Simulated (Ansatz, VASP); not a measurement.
**Two plane-wave programs on CsCu16**

INCAR

```
  PREC = Accurate
  ENCUT = 520
  EDIFF = 1E-6
  ISMEAR = 1
  SIGMA = 0.1
  LREAL = False
  LASPH = True
  NELM = 120
  ALGO = Normal
  ISIF = 2
  LWAVE = False
  LCHARG = True
  GGA = PE
  LVHAR = True
  NBANDS = 106
  GGA_COMPAT = False
  NELMDL = -8
  KPAR = 4
```

Contents of KPOINTS:

```
Automatic mesh
0
Gamma
  6 6 1
```

Contents of POSCAR:

```
CsCu16
1.0
    5.1053109602      0.0000000000      0.0000000000
    2.5526554801      4.4213289857      0.0000000000
    0.0000000000      0.0000000000     22.7527034153
Cu Cs
16 1
Direct
    0.0000000000      0.0000000000      0.1098770500
    0.5000000000      0.0000000000      0.1098770500
    0.0000000000      0.5000000000      0.1098770500
    0.5000000000      0.5000000000      0.1098770500
    0.1666666700      0.1666666700      0.2014808700
    0.6666666700      0.1666666700      0.2014808700
    0.1666666700      0.6666666700      0.2014808700
    0.6666666700      0.6666666700      0.2014808700
    0.8320043400      0.3359142800      0.2901085600
    0.3332892500      0.3333549100      0.2913599400
    0.8320287000      0.8320922200      0.2901364000
    0.3358675500      0.8320505400      0.2900958900
    0.0001174100      0.0001006800      0.3762252800
    0.4999982300     -0.0004609200      0.3818515600
   -0.0005848000      0.5001787600      0.3818618400
    0.5001193700      0.5003367200      0.3818494800
   -0.0090093900     -0.0026876300      0.5109179400
```

Input for Ansatz:

```yaml
crystal:
  lattice:
    - [5.1053109602, 0.0, 0.0]
    - [2.5526554801, 4.4213289857, 0.0]
    - [0.0, 0.0, 22.7527034153]
  atoms:
    - { symbol: Cu, position: [0.0, 0.0, 0.10987705] }
    - { symbol: Cu, position: [0.5, 0.0, 0.10987705] }
    - { symbol: Cu, position: [0.0, 0.5, 0.10987705] }
    - { symbol: Cu, position: [0.5, 0.5, 0.10987705] }
    - { symbol: Cu, position: [0.16666667, 0.16666667, 0.20148087] }
    - { symbol: Cu, position: [0.66666667, 0.16666667, 0.20148087] }
    - { symbol: Cu, position: [0.16666667, 0.66666667, 0.20148087] }
    - { symbol: Cu, position: [0.66666667, 0.66666667, 0.20148087] }
    - { symbol: Cu, position: [0.83200434, 0.33591428, 0.29010856] }
    - { symbol: Cu, position: [0.33328925, 0.33335491, 0.29135994] }
    - { symbol: Cu, position: [0.8320287, 0.83209222, 0.2901364] }
    - { symbol: Cu, position: [0.33586755, 0.83205054, 0.29009589] }
    - { symbol: Cu, position: [0.00011741, 0.00010068, 0.37622528] }
    - { symbol: Cu, position: [0.49999823, -0.00046092, 0.38185156] }
    - { symbol: Cu, position: [-0.0005848, 0.50017876, 0.38186184] }
    - { symbol: Cu, position: [0.50011937, 0.50033672, 0.38184948] }
    - { symbol: Cs, position: [-0.00900939, -0.00268763, 0.51091794] }
hamiltonian:
  xc: pbe
kpoints:
  mp_grid: { grid: [6, 6, 1] }
scf:
  occupations: { method: methfessel_paxton, width: 0.1 }
  max_iter: 140
  lower_state_search: "off"
output:
  forces: true
```

Alike in both runs: task single point; functional PBE; k mesh 6 × 6 × 1; occupations methfessel-paxton of order 1, width 0.1 eV; no spin polarisation.

|  | VASP | Ansatz |
| --- | --- | --- |
| version | VASP 6.6.1 | Ansatz 0.2.0 |
| potentials or method | VASP PAW PBE potentials, release 64 (Cu, Cs_sv) | scalar-relativistic, plane waves, PAW |
| plane-wave cutoff (eV) | 520 | 420 |
| valence electrons in the cell | 185 | 313 |

```tsv
	VASP	Ansatz	Ansatz less VASP
rms of the force components (eV/Å)	0.088	0.084	-0.0038
```

Atom by atom the forces differ by 0.008 eV/Å (rms over components). With one functional, cell and mesh, what is left measures potentials, basis and numerics. VASP's potentials hold 185 valence electrons a cell and Ansatz's 313, so a difference there can come from the potentials and not from the codes.

Neither program's run includes spin-orbit coupling.
